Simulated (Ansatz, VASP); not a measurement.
One calculation of Cr, two programs

```
CELL_PARAMETERS angstrom
-1.39425 1.39425 1.39425
1.39425 -1.39425 1.39425
1.39425 1.39425 -1.39425
ATOMIC_POSITIONS crystal
Cr 0.00000 0.00000 0.00000
```

Alike in both runs: task single point; functional LDA; k mesh 16 × 16 × 16; occupations gaussian, width 0.2 eV; no spin polarisation.

```csv
,VASP,Ansatz
version,VASP 6.6.1,Ansatz 0.2.0
potentials or method,"VASP PAW LDA potentials, release 64 (Cr_pv), cutoff 500 eV","plane waves (420 eV) with PAW, scalar-relativistic"
valence electrons in the cell,12,14
```

```tsv
	VASP	Ansatz	Ansatz less VASP
pressure (GPa)	0.0	0.0	+0.02
```

Ansatz warns that its potentials were made for another functional, while VASP's fit it. LDA's correlation is that of Perdew and Zunger in VASP and of Perdew and Wang (1992) in Ansatz. VASP's potentials hold 12 valence electrons a cell and Ansatz's 14, so a difference there can come from the potentials and not from the codes.
